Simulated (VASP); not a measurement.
# CsCl (Pm-3m) in VASP: further runs, part 2 of 2

VASP 6.6.1. Earlier steps stand in the parts before.

## (4) Single point, PBE0

Contents of POSCAR:

```
CsCl
1.0
    4.1406759133      0.0000000000      0.0000000000
    0.0000000000      4.1406759133      0.0000000000
    0.0000000000      0.0000000000      4.1406759133
Cs Cl
1 1
Direct
    0.0000000000      0.0000000000      0.0000000000
    0.5000000000      0.5000000000      0.5000000000
```

Contents of INCAR.step1:

```
SYSTEM = CsCl
PREC = Accurate
ENCUT = 400
EDIFF = 1E-5
ISMEAR = 0
SIGMA = 0.01
LREAL = .False.
LASPH = .True.
NELM = 120
ALGO = Normal
ISIF = 2
LWAVE = .True.
LCHARG = .False.
GGA = PE
NBANDS = 15
GGA_COMPAT = .False.
```

Contents of INCAR.step2:

```
SYSTEM = CsCl
PREC = Accurate
ENCUT = 400
EDIFF = 1E-6
ISMEAR = 0
SIGMA = 0.01
LREAL = .False.
LASPH = .True.
NELM = 120
ALGO = Normal
ISIF = 2
LWAVE = .False.
LCHARG = .False.
GGA = PE
LHFCALC = .True.
AEXX = 0.25
PRECFOCK = Normal
ISTART = 1
NBANDS = 15
GGA_COMPAT = .False.
```

Contents of KPOINTS:

```
regular mesh
0
Gamma
  4 4 4
  0 0 0
```

Potentials or basis: VASP PAW PBE potentials, release 64 (Cs_sv, Cl).

Run with:

```console
$ cat potpaw_PBE.64/Cs_sv/POTCAR potpaw_PBE.64/Cl/POTCAR > POTCAR
$ cp INCAR.step1 INCAR
$ mpirun -np 1 vasp_std > vasp.out
$ cp INCAR.step2 INCAR
$ mpirun -np 1 vasp_std > vasp.out
```

OUTCAR:

```text
SYSTEM = CsCl
   PREC = Accurate
   ENCUT = 400
   EDIFF = 1E-6
   ISMEAR = 0
   LREAL = .False.
   LASPH = .True.
   NELM = 120
   ISIF = 2
   GGA = PE
   LHFCALC = .True.
   AEXX = 0.25
   PRECFOCK = Normal
   ISTART = 1

 ion  position               nearest neighbor table
   1  0.000  0.000  0.000-
   2  0.500  0.500  0.500-

  LATTYP: Found a simple cubic cell.
 ALAT       =     4.1406759133

  Lattice vectors:

 A1 = (   4.1406759133,   0.0000000000,   0.0000000000)
 A2 = (   0.0000000000,   4.1406759133,   0.0000000000)
 A3 = (   0.0000000000,   0.0000000000,   4.1406759133)

Analysis of symmetry for initial positions (statically):
=====================================================================
 Subroutine PRICEL returns:
 Original cell was already a primitive cell.

 Routine SETGRP: Setting up the symmetry group for a
 simple cubic supercell.

 Subroutine GETGRP returns: Found 48 space group operations
 (whereof 48 operations were pure point group operations)
 out of a pool of 48 trial point group operations.

The static configuration has the point symmetry O_h .

Analysis of symmetry for dynamics (positions and initial velocities):
=====================================================================
 Subroutine PRICEL returns:
 Original cell was already a primitive cell.

 Routine SETGRP: Setting up the symmetry group for a
 simple cubic supercell.

 Subroutine GETGRP returns: Found 48 space group operations
 (whereof 48 operations were pure point group operations)
 out of a pool of 48 trial point group operations.

The dynamic configuration has the point symmetry O_h .

 Subroutine INISYM returns: Found 48 space group operations
 (whereof 48 operations are pure point group operations),
 and found     1 'primitive' translations

----------------------------------------------------------------------------------------
[... 113 lines left out ...]
   ENCUTFOCK=  -1.0 apply spherical cutoff to Coloumb kernel
   IVDW    =     0    specifies the selected vdW correction
   LEPSILON=     F    determine dielectric tensor
   LRPA    =     F    only Hartree local field effects (RPA)
 non-spin polarized calculation
 Gauss-broadening in eV      SIGMA  =   0.01
  energy-cutoff  :      400.00
  volume of cell :       70.99
 maximum number of plane-waves:      1328
 NGX is ok and might be reduce to    28
  NGX = 24; NGY = 24; NGZ = 24

 number of electron      16.0000001 magnetization

 Free energy of the ion-electron system (eV)
  ---------------------------------------------------
  ext. energy  EPLUGINS =         0.00000000
  ---------------------------------------------------
  free energy    TOTEN  =        -8.16401586 eV

  energy without entropy =       -8.16401586  energy(sigma->0) =       -8.16401586

 E-fermi :  -1.6331     XC(G=0):  -6.4733

 val. band max:       -1.7422897771   @ k =   0.0000   0.0000   0.0000
 cond. band min:       5.5085306999   @ k =   0.0000   0.0000   0.0000
 fundamental gap:      7.2508204770
 Fermi energy:        -1.6331289795

 k-point     1 :       0.0000    0.0000    0.0000
  band No.  band energies     occupation
      1     -22.3637      2.00000
      2     -15.0886      2.00000
      3      -7.8268      2.00000
      4      -7.8268      2.00000
      5      -7.8268      2.00000
      6      -1.7423      2.00000
      7      -1.7423      2.00000
      8      -1.7423      2.00000
      9       5.5085      0.00000
     10       5.7009      0.00000
     11       5.7009      0.00000
     12      10.5912      0.00000
     13      10.5912      0.00000
     14      10.5912      0.00000
[... 149 lines left out ...]
      2     -14.9125      2.00000
      3      -8.3674      2.00000
      4      -8.3674      2.00000
      5      -8.3674      2.00000
      6      -2.8856      2.00000
      7      -2.8856      2.00000
      8      -2.8856      2.00000
      9       8.9467      0.00000
     10       8.9467      0.00000
     11       8.9467      0.00000
     12      10.8999      0.00000
     13      10.8999      0.00000
     14      10.8999      0.00000
     15      13.1664      0.00000

------------------------ aborting loop because EDIFF is reached ----------------------------------------

  FORCE on cell =-STRESS in cart. coord.  units (eV):
  Direction    XX          YY          ZZ          XY          YZ          ZX
  --------------------------------------------------------------------------------------
  -------------------------------------------------------------------------------------
  Total        0.1206982      0.1206982      0.1206982      0.0000000      0.0000000      0.0000000
  in kB        2.7239406      2.7239406      2.7239406      0.0000000      0.0000000      0.0000000
  external PRESSURE =       2.7239406 kB  Pullay stress =       0.0000000 kB

 VOLUME and BASIS-vectors are now :
 -----------------------------------------------------------------------------
  energy-cutoff  :      400.00
  volume of cell :       70.99
      direct lattice vectors                 reciprocal lattice vectors
     4.140675913  0.000000000  0.000000000     0.241506464  0.000000000  0.000000000
     0.000000000  4.140675913  0.000000000     0.000000000  0.241506464  0.000000000
     0.000000000  0.000000000  4.140675913     0.000000000  0.000000000  0.241506464

 POSITION                                       TOTAL-FORCE (eV/Angst)
 -----------------------------------------------------------------------------------
      0.00000      0.00000      0.00000         0.000000      0.000000      0.000000
      2.07034      2.07034      2.07034         0.000000      0.000000      0.000000
 -----------------------------------------------------------------------------------
    total drift:                               -0.000000     -0.000000     -0.000000

  FREE ENERGIE OF THE ION-ELECTRON SYSTEM (eV)
  ---------------------------------------------------
  free  energy   TOTEN  =        -8.1640158620 eV

  energy  without entropy=       -8.1640158620  energy(sigma->0) =       -8.16401586
```

OUTCAR.step1:

```text
SYSTEM = CsCl
   PREC = Accurate
   ENCUT = 400
   EDIFF = 1E-5
   ISMEAR = 0
   LREAL = .False.
   LASPH = .True.
[... 385 lines left out ...]
      0.00000      0.00000      0.00000         0.000000      0.000000      0.000000
      2.07034      2.07034      2.07034         0.000000      0.000000      0.000000
 -----------------------------------------------------------------------------------
    total drift:                                0.000000      0.000000      0.000000

  FREE ENERGIE OF THE ION-ELECTRON SYSTEM (eV)
  ---------------------------------------------------
  free  energy   TOTEN  =        -6.5317763574 eV

  energy  without entropy=       -6.5317763574  energy(sigma->0) =       -6.53177636
```

Wall time 4 min (1 thread of Intel Xeon Platinum 8259CL at 2.50GHz (Skylake/Cascade Lake), shared host); peak memory 0.16 GiB.

Results:

```
Free energy            : -8.1640 eV
Pressure               : 0.3 GPa
Band gap on the k mesh : 7.25 eV, direct
```

Levels at points of the mesh, in eV from the valence-band top:
```tsv
k point	band 6	band 7	band 8	band 9	band 10	band 11
(0.00, 0.00, 0.00)	0.00	0.00	0.00	7.25	7.44	7.44
(0.50, 0.00, 0.00)	-1.22	-0.24	-0.24	8.53	9.73	10.94
(0.50, 0.50, 0.00)	-0.46	-0.46	-0.06	8.01	8.09	10.15
(0.50, 0.50, 0.50)	-1.14	-1.14	-1.14	10.69	10.69	10.69
```

Caveat: the PAW data sets were made with another functional, which shifts forces and pressure a little; spin-orbit coupling is left out, which moves the levels of the heavy elements.

## (5) The runs side by side

```csv
level,cutoff (eV),grid for exact exchange (PRECFOCK),screening parameter,gap on the mesh (eV),pressure (GPa)
r2SCAN,550,-,-,5.91,0.0
HSE06,400,Normal,0.2079 1/Å,6.51,0.4
PBE0,400,Normal,-,7.25,0.3
```

Alike in all rows: task single point; potentials or basis VASP PAW PBE potentials, release 64 (Cs_sv, Cl); no spin polarisation; cell as given; k mesh 4 × 4 × 4; smearing gaussian 0.01 eV.

On the cell as given the gap runs from 5.91 eV (r2SCAN) to 7.25 eV (PBE0). The pressure there spans 0.0 GPa (r2SCAN) to 0.4 GPa (HSE06); a positive pressure means that this level wants a larger cell, a negative one a smaller.

Caveats: the PAW data sets were made with another functional, which shifts forces and pressure a little; spin-orbit coupling is left out, which moves the levels of the heavy elements.

Total energies depend on the potentials used, so only differences within one code and one set of settings carry meaning.
